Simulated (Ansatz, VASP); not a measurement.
**One calculation of BaTiO3, two programs**

Contents of INCAR:

```
PREC = Accurate
ENCUT = 520
EDIFF = 1E-7
ISMEAR = -1
SIGMA = 0.02
LREAL = False
LASPH = True
NELM = 60
ALGO = Normal
ISIF = 2
LWAVE = False
LCHARG = False
GGA = PE
NBANDS = 28
```

KPOINTS

```
regular mesh
0
Gamma
  6 6 6
```

Contents of POSCAR:

```
BaTiO3
1.0
    3.8528794582      0.0000000000      0.0000000000
    0.0000000000      3.8528794582      0.0000000000
    0.0000000000      0.0000000000      3.9895963446
Ba Ti O
1 1 3
Direct
    0.5000000000      0.5000000000      0.5779587516
    0.0000000000      0.0000000000      0.0910127415
    0.0000000000      0.5000000000      0.0653441490
    0.5000000000      0.0000000000      0.0653441490
    0.0000000000      0.0000000000      0.5603371988
```

Input for Ansatz:

```yaml
crystal:
  lattice:
    - [3.8528794582, 0.0, 0.0]
    - [0.0, 3.8528794582, 0.0]
    - [0.0, 0.0, 3.9895963446]
  atoms:
    - { symbol: Ba, position: [0.5, 0.5, 0.5779587516] }
    - { symbol: Ti, position: [0.0, 0.0, 0.0910127415] }
    - { symbol: O, position: [0.0, 0.5, 0.065344149] }
    - { symbol: O, position: [0.5, 0.0, 0.065344149] }
    - { symbol: O, position: [0.0, 0.0, 0.5603371988] }
kpoints:
  mp_grid: { grid: [6, 6, 6] }
  band_path:
    path:
      - [0.0, 0.0, 0.0]
      - [0.0, 0.5, 0.0]
      - [0.5, 0.5, 0.0]
      - [0.0, 0.0, 0.5]
      - [0.0, 0.5, 0.5]
      - [0.5, 0.5, 0.5]
      - [-0.5, -0.5, 0.489583]
    npoints: 1
hamiltonian:
  xc: pbe
scf:
  occupations: { method: fermi_dirac, width: 0.02 }
  n_extra_bands: 5
output:
  forces: true
  stress: true
  eigenvalues: true
```

Change from the starting cell: hydrostatic strain -3.0%.

Alike in both runs: task single point; functional PBE; k mesh 6 × 6 × 6; occupations fermi-dirac, width 0.02 eV; no spin polarisation.

|  | VASP | Ansatz |
| --- | --- | --- |
| version | VASP 6.6.1 | Ansatz 0.2.0 |
| potentials or method | VASP PAW PBE potentials, release 64 (Ba_sv, Ti_sv, O) | plane waves, PAW |
| plane-wave cutoff (eV) | 520 | 420 |
| valence electrons in the cell | 40 | 40 |

Ansatz gave:

| Quantity | Value |
| --- | --- |
| gap on the k mesh at the Fermi level (eV) | 1.99 |
| pressure (GPa) | 19.6 |
| traceless stress, the component that is largest in VASP (GPa) | -4.48 |
| rms of the force components (eV/Å) | 0.023 |

**Question.** What did VASP give for the same quantities?

**Answer.** gap on the k mesh at the Fermi level (eV): 1.92; pressure (GPa): 22.1; traceless stress, the component that is largest in VASP (GPa): -4.61; rms of the force components (eV/Å): 0.030.

Atom by atom the forces differ by 0.014 eV/Å (rms over components).

Spin-orbit coupling is off throughout.
